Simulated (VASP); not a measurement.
Runs of VASP 6.6.1 on AlP. The structure is that of space group F-43m (No. 216), or close to it. The cells are those of the table. 

```tsv
cell	gap on the mesh (eV)	pressure (GPa)
a = 3.930 Å, angles 60.0°, 2 atoms	1.68	(b)
a = 3.854 Å, angles 60.0°, 2 atoms	(a)	0.0
a = 3.776 Å, angles 60.0°, 2 atoms	1.43	6.2
a = 3.905 Å, angles 60.0°, 2 atoms	1.64	-3.2
a = 3.880 Å, angles 60.0°, 2 atoms	1.61	-1.7
a = 3.829 Å, angles 60.0°, 2 atoms	(c)	1.9
a = 3.802 Å, angles 60.0°, 2 atoms	1.48	3.9
```

Alike in all rows: task single point; level PBE+D3(BJ); potentials or basis VASP PAW PBE potentials, release 64 (Al, P); no spin polarisation; k mesh 6 × 6 × 6; cutoff (eV) 500; smearing fermi-dirac 0.01 eV.

Estimate the missing entries.

(a) 1.57; (b) -4.6; (c) 1.53.

A k mesh can miss the band edges.
